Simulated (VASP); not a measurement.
Here is a VASP 6.6.1 calculation.

INCAR

```
PREC     = Accurate       # precision mode
ENCUT    = 500            # plane-wave cutoff, eV
EDIFF    = 1E-6           # SCF threshold, eV
ISMEAR   = 0              # smearing method
SIGMA    = 0.15           # smearing width, eV
LREAL    = False          # projectors in reciprocal space
LASPH    = True           # aspherical terms in the spheres
NELM     = 120            # most SCF steps
ALGO     = Normal         # electronic algorithm
ISIF     = 2              # what is computed and relaxed
LWAVE    = False          # write WAVECAR
LCHARG   = False          # write CHGCAR
GGA      = PS             # functional
NBANDS   = 19             # bands
GGA_COMPAT= False
```

The input KPOINTS:

```
regular mesh
0
Gamma
  18 18 10
```

The input POSCAR:

```
Zr
1.0
    3.2319982225      0.0000000000      0.0000000000
   -1.6159991112      2.7989925657      0.0000000000
    0.0000000000      0.0000000000      5.1470000000
Zr
2
Direct
    0.4368626358      0.7424553761      0.1334272392
    0.6666666667      0.3333333333      0.7500000000
```

Potentials or basis: VASP PAW PBE potentials, release 64 (Zr_sv).

Run with:

```console
$ cat potpaw_PBE.64/Zr_sv/POTCAR > POTCAR
$ mpirun -np 1 vasp_std > vasp.out
```

Problem. Predict the pressure.

Solution. 7.8 GPa.

Problem. Predict the band gap on the k mesh.

Solution. Zero (bands 12 and 13 overlap by 0.85 eV).

Forces in eV/Å, atoms in the order of the input:
```
Zr  -0.030  0.081  4.244
Zr   0.030 -0.081 -4.244
```

Caveat: the cell differs from its parent crystal (atom 1 (Zr) moved by (+0.300, -0.600) A along [1 1 0] and z); the cell stands under pressure; the PAW data sets were made with another functional, which shifts forces and pressure a little.
